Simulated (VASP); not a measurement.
# Si16HC16 (a cell with a defect) in VASP: notebook, part 2 of 3

VASP 6.6.1. The steps go on from the part before.

### Step 3. Single point, PBE

Contents of INCAR:

```
SYSTEM = Si16HC16
PREC = Accurate
ENCUT = 520
EDIFF = 1E-6
ISMEAR = -1
SIGMA = 0.01
LREAL = Auto
LASPH = .True.
NELM = 120
ALGO = Normal
ISIF = 2
LWAVE = .False.
LCHARG = .False.
GGA = PE
NELECT = 128.0
NBANDS = 86
GGA_COMPAT = .False.
```

Contents of KPOINTS:

```
regular mesh
0
Gamma
  1 1 1
  0 0 0
```

Contents of POSCAR:

```
Si16HC16
1.0
    6.1879230300      0.0000000600      0.0000000000
   -3.0939615600      5.3588985100      0.0000000000
    0.0000000000      0.0000000000     10.1287833600
Si C H
16 16 1
Direct
    0.3338366783      0.1672294580      0.9349444447
    0.1666135369      0.3318756245      0.4381557141
    0.0014793219     -0.0046388455      0.6839485168
   -0.0002381142      0.0007945159      0.1899845143
    0.3432941436      0.6668298578      0.9325756016
    0.1662509603      0.8318865349      0.4389741591
   -0.0012277492      0.4967763202      0.6851378211
    0.0015261212      0.5023178858      0.1957435405
    0.7926778283      0.0849877951      0.9185773174
    0.6659258236      0.3318685460      0.4381336787
    0.4944579705     -0.0046185448      0.6839388487
    0.5015741859      0.0007727250      0.1899683444
    0.8241264965      0.6669247690      0.9325334211
    0.6654322407      0.8302942485      0.4368249567
    0.4981341132      0.4956387726      0.6860212232
    0.4973233737      0.4939849816      0.1875013981
    0.3320827187      0.1636458230      0.7465072085
    0.1652388327      0.3330635258      0.2491487138
   -0.0008630900     -0.0022262280      0.4970934012
    0.0116442027      0.0092482944      0.0023018171
    0.3286978671      0.6614534268      0.7462429934
    0.1709105040      0.8412261223      0.2509272927
   -0.0007152634      0.4978992845      0.4970888101
    0.0323755016      0.5641704934      0.0137157466
    0.8315737828      0.1626190970      0.7422044400
    0.6685262933      0.3330848698      0.2491145919
    0.4992331940     -0.0022019834      0.4971097730
    0.4979609934      0.0091913095      0.0022741620
    0.8335086986      0.6614006432      0.7462027965
    0.6646576438      0.8287793527      0.2457779264
    0.4996694700      0.4986696452      0.4983120730
    0.4955770336      0.4904357938     -0.0019437425
   -0.3429134619     -0.1866717947      0.8689709510
```

Potentials or basis: VASP PAW PBE potentials, release 64 (Si, C, H).

The run is started by

```sh
> cat potpaw_PBE.64/Si/POTCAR potpaw_PBE.64/C/POTCAR potpaw_PBE.64/H/POTCAR > POTCAR
> mpirun -np 1 vasp_gam > vasp.out
```

OUTCAR:

```text
SYSTEM = Si16HC16
   PREC = Accurate
   ENCUT = 520
   EDIFF = 1E-6
   ISMEAR = -1
   LREAL = Auto
   LASPH = .True.
   NELM = 120
   ISIF = 2
   GGA = PE
   NELECT = 128.0

 ion  position               nearest neighbor table
   1  0.334  0.167  0.935-  32 1.85  28 1.86  20 1.86  17 1.91   5 3.06  13 3.06  15 3.07  16 3.10
                             3 3.10  11 3.10  13 3.13   5 3.13   9 3.13   9 3.13   4 3.14  12 3.14
   2  0.167  0.332  0.438-  23 1.88  31 1.89  19 1.89  18 1.91   8 3.04   7 3.07   3 3.07  15 3.08
                             4 3.08  14 3.09  10 3.09   6 3.09   6 3.10  16 3.10  10 3.10  14 3.10
   3  0.001  0.995  0.684-  17 1.88  19 1.89  29 1.90  25 1.90   9 2.89   6 3.04  11 3.05  13 3.07
                             2 3.07   7 3.08  14 3.08  15 3.08  15 3.10   1 3.10   7 3.11  11 3.14
   4  1.000  0.001  0.190-  22 1.88  18 1.88  30 1.88  20 1.90  16 3.07  14 3.08   2 3.08  12 3.08
                             8 3.09   6 3.10   8 3.10  12 3.11  16 3.12   1 3.14
   5  0.343  0.667  0.933-  33 1.80  32 1.88  24 1.89  21 1.89  28 1.97   9 2.69  13 2.98  15 3.05
                             1 3.06  11 3.07   7 3.11  16 3.12   1 3.13
   6  0.166  0.832  0.439-  27 1.88  19 1.88  23 1.88  22 1.91   8 3.03  11 3.04   3 3.04   7 3.07
                             2 3.09  10 3.09  14 3.09  14 3.09  10 3.10   2 3.10  12 3.10   4 3.10
   7  0.999  0.497  0.685-  29 1.87  21 1.87  25 1.88  23 1.90   2 3.07  10 3.07   6 3.07  11 3.08
                             3 3.08  15 3.09  15 3.09   3 3.11  11 3.11   5 3.11  13 3.11
   8  0.002  0.502  0.196-  18 1.86  26 1.86  24 1.87  22 1.90   6 3.03   2 3.04  10 3.04  12 3.09
                             4 3.09  16 3.10  16 3.10   4 3.10  12 3.10
   9  0.793  0.085  0.919-  33 1.54  25 1.83  28 1.85  20 1.85   5 2.69  13 2.69  11 2.89   3 2.89
                             1 3.13   1 3.13
  10  0.666  0.332  0.438-  23 1.88  31 1.89  27 1.89  26 1.91   8 3.04   7 3.07  11 3.07  15 3.08
                            12 3.08  14 3.09   2 3.09   6 3.09   6 3.10  16 3.10   2 3.10  14 3.10
  11  0.494  0.995  0.684-  17 1.88  27 1.89  21 1.90  25 1.90   9 2.89   6 3.04   3 3.05   5 3.07
                            10 3.07   7 3.08  14 3.08  15 3.08  15 3.10   1 3.10   7 3.11   3 3.14
  12  0.502  0.001  0.190-  22 1.88  26 1.88  30 1.88  28 1.90  16 3.07  14 3.08  10 3.08   4 3.08
                             8 3.09   6 3.10   8 3.10   4 3.11  16 3.12   1 3.14
  13  0.824  0.667  0.933-  33 1.80  32 1.88  24 1.89  29 1.89  20 1.97   9 2.69   5 2.98  15 3.05
                             1 3.06   3 3.07   7 3.11  16 3.12   1 3.13
  14  0.665  0.830  0.437-  31 1.88  19 1.89  27 1.89  30 1.94   4 3.08  12 3.08  11 3.08   3 3.08
                             2 3.09  10 3.09   6 3.09   6 3.09  15 3.10  10 3.10  16 3.10   2 3.10
  15  0.498  0.496  0.686-  17 1.88  21 1.90  29 1.90  31 1.90  13 3.05   5 3.05   1 3.07   2 3.08
[... 237 lines left out ...]
  ext. energy  EPLUGINS =         0.00000000
  ---------------------------------------------------
  free energy    TOTEN  =      -230.91447897 eV

  energy without entropy =     -230.91447897  energy(sigma->0) =     -230.91447897

 E-fermi :   8.4542     XC(G=0): -11.2159

 val. band max:        8.1699653680   @ k =   0.0000   0.0000   0.0000
 cond. band min:       8.7410907724   @ k =   0.0000   0.0000   0.0000
 fundamental gap:      0.5711254044
 Fermi energy:         8.4541698478

 k-point     1 :       0.0000    0.0000    0.0000
  band No.  band energies     occupation
      1      -7.3580      2.00000
      2      -6.2425      2.00000
      3      -6.0250      2.00000
      4      -3.9561      2.00000
      5      -3.9481      2.00000
      6      -3.8222      2.00000
[... 68 lines left out ...]
     75      12.7500      0.00000
     76      12.7711      0.00000
 [bands above 76 left out]

------------------------ aborting loop because EDIFF is reached ----------------------------------------

  FORCE on cell =-STRESS in cart. coord.  units (eV):
  Direction    XX          YY          ZZ          XY          YZ          ZX
  --------------------------------------------------------------------------------------
  -------------------------------------------------------------------------------------
  Total       14.9903282     10.4690584    -16.0953703      0.0117997      0.9334881      0.0046667
  in kB       71.5062500     49.9390737    -76.7774767      0.0562866      4.4528868      0.0222607
  external PRESSURE =      14.8892823 kB  Pullay stress =       0.0000000 kB

 VOLUME and BASIS-vectors are now :
 -----------------------------------------------------------------------------
  energy-cutoff  :      520.00
  volume of cell :      335.88
      direct lattice vectors                 reciprocal lattice vectors
     6.187923030  0.000000060  0.000000000     0.161605112  0.093302757  0.000000000
    -3.093961560  5.358898510  0.000000000    -0.000000002  0.186605511  0.000000000
     0.000000000  0.000000000 10.128783360     0.000000000  0.000000000  0.098728541

 POSITION                                       TOTAL-FORCE (eV/Angst)
 -----------------------------------------------------------------------------------
      1.54835      0.89617      9.46985        -0.000493     -0.009484      0.003815
      0.00418      1.77849      4.43798        -0.003443      0.000243      0.004695
     -3.07046      5.33404      6.92757         0.002170     -0.002050     -0.009764
      6.18399      0.00426      1.92431         0.005497      0.010012     -0.017168
      0.06113      3.57347      9.44586         0.010789      0.000247     -0.004409
     -1.54508      4.45800      4.44627        -0.001694      0.006420      0.003368
[... 25 lines left out ...]
      1.54920      2.62820     10.10910        -0.006852      0.011516      0.004900
      1.54959      4.35854      8.80162        -0.006778     -0.001462      0.009731
 -----------------------------------------------------------------------------------
    total drift:                               -0.001779      0.037913      0.015629

  FREE ENERGIE OF THE ION-ELECTRON SYSTEM (eV)
  ---------------------------------------------------
  free  energy   TOTEN  =      -230.9144789700 eV

  energy  without entropy=     -230.9144789700  energy(sigma->0) =     -230.91447897
```

It took 2.4 min on 1 thread of Intel Xeon 8259CL, shared host; peak memory 0.37 GiB.

Results:

| Quantity | Value |
| --- | --- |
| Free energy | -230.9145 eV |
| Largest force | 0.031 eV/Å |

Forces on the atoms (eV/Å):
```
Si   0.000 -0.009  0.004
Si  -0.003  0.000  0.005
Si   0.002 -0.002 -0.010
Si   0.005  0.010 -0.017
Si   0.011  0.000 -0.004
Si  -0.002  0.006  0.003
Si  -0.004  0.002 -0.001
Si  -0.005 -0.004 -0.004
Si   0.007 -0.021 -0.002
Si   0.001  0.003  0.007
Si  -0.001  0.000 -0.006
Si  -0.003  0.014 -0.016
Si   0.001 -0.002  0.002
Si   0.001  0.005  0.007
Si   0.005 -0.008 -0.005
Si   0.000 -0.003 -0.005
C   -0.002  0.013  0.028
C    0.005  0.000 -0.006
C    0.002 -0.003  0.000
C    0.003  0.006  0.005
C   -0.003  0.005  0.001
C   -0.004 -0.029 -0.008
C    0.002 -0.005 -0.001
C    0.002  0.001  0.018
C    0.002  0.010 -0.016
C   -0.005 -0.003  0.000
C    0.002 -0.006 -0.002
C    0.006  0.000  0.005
C   -0.011  0.009  0.006
C   -0.002 -0.005  0.003
C    0.000  0.006 -0.004
C   -0.007  0.012  0.005
H   -0.007 -0.001  0.010
```

Levels at points of the mesh, in eV from the Fermi level:
```tsv
k point	band 61	band 62	band 63	band 64	band 65	band 66	band 67	band 68
(0.00, 0.00, 0.00)	-0.86	-0.46	-0.29	-0.28	0.29	1.86	1.88	2.07
```

Caveat: the k points lie up to 1.17 Å⁻¹ apart, too coarse for converged energies, forces and pressures; the cell carries a net charge on a neutralising background, which shifts energy and pressure; the cell is charged against a uniform background, so pressure and absolute levels hang on convention.

### Step 4. Single point, PBE

Contents of INCAR:

```
SYSTEM = Si16HC16
ALGO     = Normal         ! electronic algorithm
EDIFF    = 1E-6           ! SCF threshold, eV
ENCUT    = 520            ! plane-wave cutoff, eV
GGA      = PE             ! functional
GGA_COMPAT= .FALSE.      
ISIF     = 2              ! what is computed and relaxed
ISMEAR   = -1             ! smearing method
LASPH    = .TRUE.         ! aspherical terms in the spheres
LCHARG   = .FALSE.        ! write CHGCAR
LREAL    = Auto         
LWAVE    = .FALSE.        ! write WAVECAR
NBANDS   = 86             ! bands
NELECT   = 128.0        
NELM     = 120            ! most SCF steps
PREC     = Accurate       ! precision mode
SIGMA    = 0.01           ! smearing width, eV
```

Contents of KPOINTS:

```
k-points
0
G
  1 1 1
  0 0 0
```

Contents of POSCAR:

```
Si16HC16
1.0
    6.1879230300      0.0000000600      0.0000000000
   -3.0939615600      5.3588985100      0.0000000000
    0.0000000000      0.0000000000     10.1287833600
Si C H
16 16 1
Direct
    0.3251281384      0.1692890766      0.9334382683
    0.1663247912      0.3327006449      0.4376281773
   -0.0009799240     -0.0019666355      0.6867995644
   -0.0018099097     -0.0036647456      0.1883565807
    0.2936260358      0.5874091432      0.9194214812
    0.1667625673      0.8342223652      0.4389897426
   -0.0046715865      0.4978105100      0.6847398896
    0.0024704912      0.5031918397      0.1907604232
    0.8442583637      0.1692092037      0.9334037134
    0.6670835076      0.3342576756      0.4397904311
    0.4995746383     -0.0007878541      0.6859583973
    0.5023412929      0.0046048586      0.1966397078
    0.8347507656      0.6695808744      0.9358004474
    0.6674574747      0.8342176945      0.4390028735
    0.5023992859      0.4978142364      0.6847522307
    0.5006832580      0.5032093750      0.1907525249
    0.3343405190      0.1638803158      0.7470981194
    0.1655331941      0.3311232685      0.2465774922
    0.0005386662      0.0010560006      0.4990998248
   -0.0035130209     -0.0071718096     -0.0010626153
    0.3324709778      0.6650486053      0.7430456090
    0.1693740086      0.8353873434      0.2500057421
    0.0000743922      0.5001210594      0.4979319649
   -0.0011641342      0.5115359052      0.0031798488
    0.8295323822      0.1638625827      0.7470593191
    0.6716852143      0.3434504229      0.2517473135
    0.5001051381      0.0002198157      0.4979126141
    0.5333442662      0.0664860451      0.0146675069
    0.8330538982      0.6661839076      0.7474204681
    0.6660708703      0.8353727826      0.2500205513
    0.4999826962      0.5001249725      0.4979380860
    0.5125440639      0.5116198719      0.0031757022
    0.1577359378      0.3155933980      0.8700381563
```

The run is started by

```sh
> cat potpaw_PBE.64/Si/POTCAR potpaw_PBE.64/C/POTCAR potpaw_PBE.64/H/POTCAR > POTCAR
> mpirun -np 1 vasp_gam > vasp.out
```

Run time: 2.3 min. Hardware: 1 thread of Intel Xeon 8259CL, shared host; peak memory 0.37 GiB.

It converged, with:

- Free energy: -230.9152 eV
- Largest force: 0.025 eV/Å

Forces on the atoms (eV/Å):
```
Si  -0.007 -0.003  0.003
Si   0.000  0.004  0.005
Si  -0.001  0.005  0.009
Si  -0.001 -0.004 -0.005
Si   0.000 -0.025 -0.003
Si   0.004 -0.004  0.001
Si   0.000 -0.002  0.005
Si  -0.005 -0.003  0.001
Si   0.004  0.001  0.002
Si   0.001 -0.003 -0.002
Si   0.003  0.005  0.006
Si   0.000 -0.003 -0.003
Si  -0.002 -0.001  0.005
Si  -0.004 -0.002  0.000
Si   0.001 -0.001  0.004
Si   0.003 -0.003  0.002
C    0.000  0.005 -0.002
C    0.001  0.005  0.003
C   -0.001 -0.006 -0.012
C   -0.002  0.011  0.001
C    0.001  0.005 -0.018
C   -0.005 -0.001 -0.004
C   -0.004  0.000  0.009
C   -0.002  0.007 -0.010
C   -0.001  0.004  0.001
C    0.003 -0.003 -0.010
C   -0.001  0.000  0.014
C   -0.003 -0.001 -0.005
C    0.000  0.001  0.008
C    0.003 -0.001 -0.004
C    0.006  0.000  0.011
C    0.008  0.007 -0.011
H    0.001  0.005 -0.001
```

Levels at points of the mesh, in eV from the Fermi level:
```csv
k point,band 61,band 62,band 63,band 64,band 65,band 66,band 67,band 68
"(0.00, 0.00, 0.00)",-0.86,-0.46,-0.29,-0.28,0.29,1.85,1.88,2.07
```

Caveat: the k points lie up to 1.17 Å⁻¹ apart, too coarse for converged energies, forces and pressures; the cell carries a net charge on a neutralising background, which shifts energy and pressure; the cell is charged against a uniform background, so pressure and absolute levels hang on convention.

### Step 5. Single point, PBE

Contents of INCAR:

```
PREC = Accurate
ENCUT = 520
EDIFF = 1E-6
ISMEAR = -1
SIGMA = 0.01
LREAL = Auto
LASPH = T
NELM = 120
ALGO = Normal
ISIF = 2
LWAVE = F
LCHARG = F
GGA = PE
NELECT = 128.0
NBANDS = 86
GGA_COMPAT = F
```

Contents of KPOINTS:

```
regular mesh
0
Gamma
  1 1 1
```

Contents of POSCAR:

```
Si16HC16
1.0
    6.1879230300      0.0000000600      0.0000000000
   -3.0939615600      5.3588985100      0.0000000000
    0.0000000000      0.0000000000     10.1287833600
Si C H
16 16 1
Direct
    0.3366679721      0.1642436367      0.9435268443
    0.1702519519      0.3365171007      0.4430783876
    0.0077695546      0.0118703497      0.6905090919
    0.0030135659      0.0022103423      0.1929611811
    0.3297737227      0.6551769871      0.9492234811
    0.1672595921      0.8353201654      0.4408898721
   -0.0220500816      0.5017156037      0.6891500935
    0.0000154766      0.4983790969      0.1942135526
    0.8314032840      0.1642811388      0.9435418510
    0.6675407437      0.3313828311      0.4405001905
    0.5029180087      0.0026137778      0.6867408210
    0.4993926761     -0.0051085181      0.1925277628
    0.8363975630      0.6685670466      0.9469766169
    0.6717379091      0.8352755611      0.4409201818
    0.5275106967      0.5022229780      0.6894488461
    0.5024726544      0.4983678950      0.1942400119
    0.3457967018      0.1727075028      0.7522816640
    0.1702252902      0.3363241506      0.2545631502
    0.0041565232      0.0046265104      0.5038501485
    0.0030317051      0.0022495294      0.0027345831
    0.3258466233      0.6458308501      0.7559206992
    0.1661832686      0.8327431433      0.2522972315
    0.0001940985      0.5032638694      0.5047235999
   -0.0022650038      0.4959703930      0.0056224917
    0.8301282090      0.1726522621      0.7522765301
    0.6657038721      0.3272010016      0.2526489025
    0.4998867072     -0.0038201936      0.5019698634
    0.4972111456     -0.0094887092      0.0005495231
    0.8445006710      0.6844035099      0.7552866646
    0.6703436892      0.8327308217      0.2523217162
    0.5069796920      0.5032946537      0.5047562790
    0.5024474870      0.4959138459      0.0057119397
    0.2309675789      0.4595511525      0.7142732491
```

The run is started by

```sh
> cat potpaw_PBE.64/Si/POTCAR potpaw_PBE.64/C/POTCAR potpaw_PBE.64/H/POTCAR > POTCAR
> mpirun -np 1 vasp_gam > vasp.out
```

Run time: 2.2 min. Hardware: 1 thread of Intel Xeon 8259CL, shared host; peak memory 0.36 GiB.

The run converged. Its results:

| Property | Result |
| --- | --- |
| Free energy | -231.3037 eV |
| Largest force | 0.299 eV/Å |

Forces on the atoms (eV/Å):
```
Si  -0.017  0.010 -0.011
Si  -0.002 -0.002  0.003
Si   0.000 -0.010 -0.001
Si   0.000 -0.004  0.000
Si   0.001 -0.058 -0.045
Si   0.004  0.003  0.007
Si   0.024  0.000 -0.001
Si   0.002  0.008 -0.002
Si   0.014  0.008 -0.012
Si   0.001  0.005  0.009
Si   0.002 -0.004  0.002
Si  -0.001  0.015  0.014
Si  -0.001  0.004 -0.016
Si  -0.003  0.003  0.007
Si  -0.015 -0.005 -0.006
Si  -0.004  0.010 -0.002
C   -0.010 -0.008 -0.002
C    0.001 -0.003 -0.032
C   -0.002 -0.007 -0.018
C   -0.005 -0.007 -0.012
C   -0.002  0.067 -0.001
C    0.005  0.007 -0.021
C    0.006  0.002 -0.031
C   -0.002  0.016 -0.013
C    0.016 -0.008 -0.008
C   -0.004  0.026 -0.012
C   -0.003  0.010 -0.019
C    0.003  0.074  0.023
C    0.000 -0.014 -0.009
C   -0.013  0.006 -0.012
C   -0.006  0.003 -0.018
C    0.009  0.013 -0.011
H    0.004 -0.162  0.251
```

Levels at points of the mesh, in eV from the Fermi level:
```
           k point  band 62  band 63  band 64  band 65  band 66  band 67
(0.00, 0.00, 0.00)    -0.37    -0.29    -0.26     1.34     1.43     1.78
```

Caveat: the k points lie up to 1.17 Å⁻¹ apart, too coarse for converged energies, forces and pressures; the cell carries a net charge on a neutralising background, which shifts energy and pressure; the cell is charged against a uniform background, so pressure and absolute levels hang on convention.

(Continued in part 3 of 3.)
